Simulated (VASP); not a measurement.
# Ti8HC8 (a cell with a defect) in VASP: single point with PBE

Aim: the single point of Ti8HC8 (a cell with a defect) with PBE.

All numbers are computed with VASP 6.6.1; they aren't measurements. Logs are shortened: lines on timing, memory, paths and dates and some standing lists are left out, and cuts for length are marked.

**1. The cell of the first run**

The cell holds a defect, 17 atoms: a = 6.121 Å, b = 6.121 Å, c = 6.121 Å, α = 60.00°, β = 60.00°, γ = 60.00°.

**2. Single point, PBE**

INCAR

```
SYSTEM = Ti8HC8
PREC = Accurate
ENCUT = 520
EDIFF = 1E-6
ISMEAR = -1
SIGMA = 0.05
LREAL = Auto
LASPH = .TRUE.
NELM = 80
ALGO = Normal
ISIF = 2
LWAVE = .FALSE.
LCHARG = .FALSE.
GGA = PE
NBANDS = 78
```

KPOINTS

```
Automatic mesh
0
G
  3 3 3
  0 0 0
```

POSCAR

```
Ti8HC8
1.0
    0.0000000000      4.3280000000      4.3280000000
    4.3280000000      0.0000000000      4.3280000000
    4.3280000000      4.3280000000      0.0000000000
Ti C H
8 8 1
Direct
    0.0024108026     -0.0062401354      0.0014312703
    0.0014973453     -0.0006977571      0.4991655973
    0.0022415471      0.5014769912      0.0013263253
    0.0023960998      0.5015704969      0.4936494733
    0.4999170570     -0.0007754079      0.0009532433
    0.5000414200     -0.0007022580      0.4991602531
    0.4946970173      0.5015665812      0.0014145865
    0.4999315493      0.5010449412      0.4991031497
    0.2501943817      0.2502912255      0.2492285554
    0.2537674396      0.2484881400      0.7483755205
    0.2501764893      0.7493861050      0.2492661096
    0.2502064047      0.7493605114      0.7501341880
    0.7492662086      0.2485221901      0.2528695736
    0.7493623482      0.2485591623      0.7484456515
    0.7511679038      0.7493574411      0.2492367263
    0.7492541957      0.7530192451      0.7483952757
    0.8754361101      0.3741716174     -0.1260063094
```

Potentials or basis: VASP PAW PBE potentials, release 64 (Ti_sv, C, H).

On the command line:

```bash
cat potpaw_PBE.64/Ti_sv/POTCAR potpaw_PBE.64/C/POTCAR potpaw_PBE.64/H/POTCAR > POTCAR
mpirun -np 1 vasp_std > vasp.out
```

OUTCAR:

```text
SYSTEM = Ti8HC8
   PREC = Accurate
   ENCUT = 520
   EDIFF = 1E-6
   ISMEAR = -1
   LREAL = Auto
   LASPH = .TRUE.
   NELM = 80
   ISIF = 2
   GGA = PE

 ion  position               nearest neighbor table
   1  0.002  0.994  0.001-  17 1.90  11 2.15  15 2.15  12 2.15  14 2.19  10 2.19  13 2.19
   2  0.001  0.999  0.499-  16 2.16  13 2.16  14 2.16  12 2.16   9 2.16  11 2.16
   3  0.002  0.501  0.001-  15 2.15  12 2.15   9 2.15  16 2.19  13 2.19  10 2.19
   4  0.002  0.502  0.494-  17 1.90  11 2.15  15 2.15   9 2.15  14 2.19  10 2.19  16 2.19
   5  0.500  0.999  0.001-  10 2.16  16 2.16  14 2.16   9 2.16  15 2.16  11 2.16
   6  0.500  0.999  0.499-  10 2.16  16 2.16  13 2.16  12 2.16   9 2.16  15 2.16
   7  0.495  0.502  0.001-  17 1.90  11 2.15  12 2.15   9 2.15  14 2.19  16 2.19  13 2.19
   8  0.500  0.501  0.499-  10 2.16  13 2.16  14 2.16  12 2.16  15 2.16  11 2.16
   9  0.250  0.250  0.249-   4 2.15   7 2.15   3 2.15   5 2.16   2 2.16   6 2.16
  10  0.254  0.248  0.748-   6 2.16   8 2.16   5 2.16   3 2.19   1 2.19   4 2.19
  11  0.250  0.749  0.249-   4 2.15   1 2.15   7 2.15   5 2.16   8 2.16   2 2.16
  12  0.250  0.749  0.750-   1 2.15   7 2.15   3 2.15   8 2.16   2 2.16   6 2.16
  13  0.749  0.249  0.253-   6 2.16   2 2.16   8 2.16   3 2.19   7 2.19   1 2.19
  14  0.749  0.249  0.748-   2 2.16   8 2.16   5 2.16   7 2.19   1 2.19   4 2.19
  15  0.751  0.749  0.249-   4 2.15   1 2.15   3 2.15   5 2.16   8 2.16   6 2.16
  16  0.749  0.753  0.748-   6 2.16   2 2.16   5 2.16   3 2.19   7 2.19   4 2.19
  17  0.875  0.374  0.874-   4 1.90   1 1.90   7 1.90

  LATTYP: Found a face centered cubic cell.
 ALAT       =     8.6560000000

  Lattice vectors:

 A1 = (   0.0000000000,   4.3280000000,   4.3280000000)
 A2 = (   4.3280000000,   0.0000000000,   4.3280000000)
 A3 = (   4.3280000000,   4.3280000000,   0.0000000000)

Analysis of symmetry for initial positions (statically):
=====================================================================
 Subroutine PRICEL returns:
 Original cell was already a primitive cell.

 Routine SETGRP: Setting up the symmetry group for a
 face centered cubic supercell.

 Subroutine GETGRP returns: Found  1 space group operations
 (whereof  1 operations were pure point group operations)
 out of a pool of 48 trial point group operations.

The static configuration has the point symmetry C_1 .

Analysis of symmetry for dynamics (positions and initial velocities):
=====================================================================
 Subroutine PRICEL returns:
 Original cell was already a primitive cell.

 Routine SETGRP: Setting up the symmetry group for a
 face centered cubic supercell.

 Subroutine GETGRP returns: Found  1 space group operations
 (whereof  1 operations were pure point group operations)
 out of a pool of 48 trial point group operations.

The dynamic configuration has the point symmetry C_1 .

 Subroutine INISYM returns: Found  1 space group operations
 (whereof  1 operations are pure point group operations),
 and found     1 'primitive' translations

----------------------------------------------------------------------------------------

                                     Primitive cell

  volume of cell :     162.1406

  direct lattice vectors                    reciprocal lattice vectors
     0.000000000  4.328000000  4.328000000    -0.115526802  0.115526802  0.115526802
     4.328000000  0.000000000  4.328000000     0.115526802 -0.115526802  0.115526802
     4.328000000  4.328000000  0.000000000     0.115526802  0.115526802 -0.115526802

  length of vectors
     6.120716298  6.120716298  6.120716298     0.200098291  0.200098291  0.200098291

  position of ions in fractional coordinates (direct lattice)
     0.002410803  0.993759865  0.001431270
     0.001497345  0.999302243  0.499165597
     0.002241547  0.501476991  0.001326325
     0.002396100  0.501570497  0.493649473
     0.499917057  0.999224592  0.000953243
     0.500041420  0.999297742  0.499160253
[... 9 lines left out ...]
     0.749254196  0.753019245  0.748395276
     0.875436110  0.374171617  0.873993691

  ion indices of the primitive-cell ions
   primitive index   ion index
                 1           1
                 2           2
                 3           3
                 4           4
                 5           5
                 6           6
[... 9 lines left out ...]
                16          16
                17          17

----------------------------------------------------------------------------------------

 KPOINTS: Automatic mesh

Automatic generation of k-mesh.
 Grid dimensions read from file:
 generate k-points for:    3    3    3

 Generating k-lattice:

  Cartesian coordinates                     Fractional coordinates (reciprocal lattice)
    -0.038508934  0.038508934  0.038508934     0.333333333  0.000000000  0.000000000
     0.038508934 -0.038508934  0.038508934     0.000000000  0.333333333  0.000000000
     0.038508934  0.038508934 -0.038508934     0.000000000  0.000000000  0.333333333

  Length of vectors
     0.066699430  0.066699430  0.066699430

  Shift w.r.t. Gamma in fractional coordinates (k-lattice)
     0.000000000  0.000000000  0.000000000

 Subroutine IBZKPT returns following result:
 ===========================================

 Found     14 irreducible k-points:

 Following reciprocal coordinates:
            Coordinates               Weight
  0.000000  0.000000  0.000000      1.000000
  0.333333  0.000000  0.000000      2.000000
  0.000000  0.333333  0.000000      2.000000
  0.000000  0.000000  0.333333      2.000000
  0.333333  0.333333  0.333333      2.000000
  0.333333  0.333333  0.000000      2.000000
  0.000000  0.333333  0.333333      2.000000
  0.333333  0.000000  0.333333      2.000000
 -0.333333  0.333333  0.000000      2.000000
  0.000000 -0.333333  0.333333      2.000000
  0.333333  0.000000 -0.333333      2.000000
  0.333333  0.333333 -0.333333      2.000000
 -0.333333  0.333333 -0.333333      2.000000
  0.333333 -0.333333 -0.333333      2.000000
   k-points           NKPTS =     14   k-points in BZ     NKDIM =     14   number of bands    NBANDS=     78
   number of dos      NEDOS =    301   number of ions     NIONS =     17
   total plane-waves  NPLWV = 110592
   dimension x,y,z NGX =    48 NGY =   48 NGZ =   48
   dimension x,y,z NGXF=    96 NGYF=   96 NGZF=   96
   ions per type =               8   8   1
   NGX,Y,Z   is equivalent  to a cutoff of  13.04, 13.04, 13.04 a.u.
   NGXF,Y,Z  is equivalent  to a cutoff of  26.07, 26.07, 26.07 a.u.
 SYSTEM =  Ti8HC8
   PREC   = accura    normal or accurate (medium, high low for compatibility)
   ISTART =      0    job   : 0-new  1-cont  2-samecut
   ICHARG =      2    charge: 1-file 2-atom 10-const
   ISPIN  =      1    spin polarized calculation?
   LNONCOLLINEAR =      F non collinear calculations
   LSORBIT =      F    spin-orbit coupling
   LASPH  =      T    aspherical Exc in radial PAW
   ENCUT  =  520.0 eV  38.22 Ry    6.18 a.u.  11.38 11.38 11.38*2*pi/ulx,y,z
   NELM   =     80;   NELMIN=  2; NELMDL= -5     # of ELM steps
   EDIFF  = 0.1E-05   stopping-criterion for ELM
   LREAL  =      T    real-space projection
   EDIFFG = 0.1E-04   stopping-criterion for IOM
   NSW    =      0    number of steps for IOM
   IBRION =     -1    ionic relax: 0-MD 1-quasi-New 2-CG
   NFREE  =      0    steps in history (QN), initial steepest desc. (CG)
   ISIF   =      2    stress and relaxation
   ISYM   =      2    0-nonsym 1-usesym 2-fastsym
   POTIM  = 0.5000    time-step for ionic-motion
   TEBEG  =    0.0;   TEEND  =   0.0 temperature during run
   PSTRESS=    0.0 pullay stress
   NELECT =     129.0000    total number of electrons
   NUPDOWN=      -1.0000    fix difference up-down
   EMIN   =  10.00;   EMAX   =-10.00  energy-range for DOS
   EFERMI =   0.00;   METHOD = LEGACY
   ISMEAR =    -1;   SIGMA  =   0.05  broadening in eV -4-tet -1-fermi 0-gaus
   EFERMI_NEDOS =   21; number of points for ismear=-14 and -15
   IALGO  =     38    algorithm
   IMIX   =      4    mixing-type and parameters
     AMIX     =   0.40;   BMIX     =  1.00
     AMIX_MAG =   1.60;   BMIX_MAG =  1.00
  volume/ion in A,a.u.               =       9.54        64.36
  Fermi-wavevector in a.u.,A,eV,Ry     =   1.516960  2.866639 31.309290  2.301168
  Thomas-Fermi vector in A             =   2.626280
   LORBIT       =      0    0 simple, 1 ext, 2 COOP (PROOUT), +10 PAW based schemes
   GGA     = PE    functional components
   LHFCALC =     F    Hartree Fock is set to
   AEXX    =    0.0000 exact exchange contribution
   IVDW    =     0    specifies the selected vdW correction
   LEPSILON=     F    determine dielectric tensor
   LRPA    =     F    only Hartree local field effects (RPA)
 non-spin polarized calculation
  energy-cutoff  :      520.00
  volume of cell :      162.14
 maximum number of plane-waves:      4395
 NGX is ok and might be reduce to    48
   NGX = 23   NGY = 23   NGZ = 23

 number of electron     129.0000000 magnetization

 Free energy of the ion-electron system (eV)
  ---------------------------------------------------
  ext. energy  EPLUGINS =         0.00000000
  ---------------------------------------------------
  free energy    TOTEN  =      -151.65400886 eV

  energy without entropy =     -151.63915352  energy(sigma->0) =     -151.64658119

 E-fermi :   9.8965     XC(G=0): -12.7771

 val. band max:        9.5159775393   @ k =   0.0000   0.0000   0.0000
 cond. band min:       9.9700318471   @ k =   0.0000   0.0000   0.3333
 fundamental gap:      0.4540543078
 Fermi energy:         9.8964793492

 k-point     1 :       0.0000    0.0000    0.0000
  band No.  band energies     occupation
      1     -47.0143      2.00000
      2     -46.9435      2.00000
      3     -46.9435      2.00000
      4     -46.9435      2.00000
      5     -46.9318      2.00000
      6     -46.9017      2.00000
[... 68 lines left out ...]
     75      12.2738      0.00000
     76      12.4102      0.00000

 k-point     2 :       0.3333    0.0000    0.0000
  band No.  band energies     occupation
      1     -46.9971      2.00000
      2     -46.9581      2.00000
      3     -46.9407      2.00000
      4     -46.9407      2.00000
      5     -46.9281      2.00000
      6     -46.9080      2.00000
[... 68 lines left out ...]
     75      11.9038      0.00000
     76      12.5593      0.00000

 k-point     3 :       0.0000    0.3333    0.0000
  band No.  band energies     occupation
      1     -46.9971      2.00000
      2     -46.9581      2.00000
      3     -46.9408      2.00000
      4     -46.9407      2.00000
      5     -46.9281      2.00000
      6     -46.9082      2.00000
[... 858 lines left out ...]
     75      12.1370      0.00000
     76      12.1896      0.00000

 k-point    14 :       0.3333   -0.3333   -0.3333
  band No.  band energies     occupation
      1     -46.9774      2.00000
      2     -46.9625      2.00000
      3     -46.9521      2.00000
      4     -46.9407      2.00000
      5     -46.9228      2.00000
      6     -46.9196      2.00000
[... 68 lines left out ...]
     75      12.1369      0.00000
     76      12.1898      0.00000
 [bands above 76 left out]

------------------------ aborting loop because EDIFF is reached ----------------------------------------

  FORCE on cell =-STRESS in cart. coord.  units (eV):
  Direction    XX          YY          ZZ          XY          YZ          ZX
  --------------------------------------------------------------------------------------
  -------------------------------------------------------------------------------------
  Total        3.5491503      3.5652897      3.5634816     -0.0173933     -0.0493830     -0.0172427
  in kB       35.0706021     35.2300819     35.2122152     -0.1718703     -0.4879740     -0.1703826
  external PRESSURE =      35.1709664 kB  Pullay stress =       0.0000000 kB

 VOLUME and BASIS-vectors are now :
 -----------------------------------------------------------------------------
  energy-cutoff  :      520.00
  volume of cell :      162.14
      direct lattice vectors                 reciprocal lattice vectors
     0.000000000  4.328000000  4.328000000    -0.115526802  0.115526802  0.115526802
     4.328000000  0.000000000  4.328000000     0.115526802 -0.115526802  0.115526802
     4.328000000  4.328000000  0.000000000     0.115526802  0.115526802 -0.115526802

 POSITION                                       TOTAL-FORCE (eV/Angst)
 -----------------------------------------------------------------------------------
      4.30719      0.01663      4.31143        -0.018765      0.022701     -0.024505
      6.48537      2.16687      4.33146        -0.000184     -0.004907     -0.001123
      2.17613      0.01544      2.18009         0.027959      0.023137      0.018722
      4.30731      2.14689      2.18117        -0.022409     -0.023279      0.022494
      4.32877      2.16777      6.48829        -0.022126     -0.008765      0.007548
      6.48533      4.32454      6.48914         0.000527      0.000718      0.004455
[... 9 lines left out ...]
      6.49812      6.48183      6.50184        -0.002497      0.004918     -0.002660
      5.40206      7.57153      5.40830         0.004720      0.002860      0.001295
 -----------------------------------------------------------------------------------
    total drift:                               -0.012054     -0.004497      0.001963

  FREE ENERGIE OF THE ION-ELECTRON SYSTEM (eV)
  ---------------------------------------------------
  free  energy   TOTEN  =      -151.6540088580 eV

  energy  without entropy=     -151.6391535220  energy(sigma->0) =     -151.64658119
```

Run time: 5.3 min. Hardware: 1 thread of Intel Xeon Platinum 8375C at 2.90GHz (Ice Lake), shared host; peak memory 0.38 GiB.

Results:

```
Free energy   : -151.6540 eV
Pressure      : 3.5 GPa
Largest force : 0.041 eV/Å
```

Forces in eV/Å, atoms in the order of the input:
```
Ti  -0.019  0.023 -0.025
Ti   0.000 -0.005 -0.001
Ti   0.028  0.023  0.019
Ti  -0.022 -0.023  0.022
Ti  -0.022 -0.009  0.008
Ti   0.001  0.001  0.004
Ti   0.025 -0.021 -0.023
Ti  -0.022  0.006 -0.007
C    0.006  0.001  0.001
C    0.008 -0.002 -0.002
C    0.003  0.000  0.001
C    0.007  0.001  0.000
C    0.000 -0.003  0.004
C    0.003 -0.001  0.000
C    0.003  0.000  0.000
C   -0.002  0.005 -0.003
H    0.005  0.003  0.001
```

Caveat: the k points lie up to 0.42 Å⁻¹ apart.
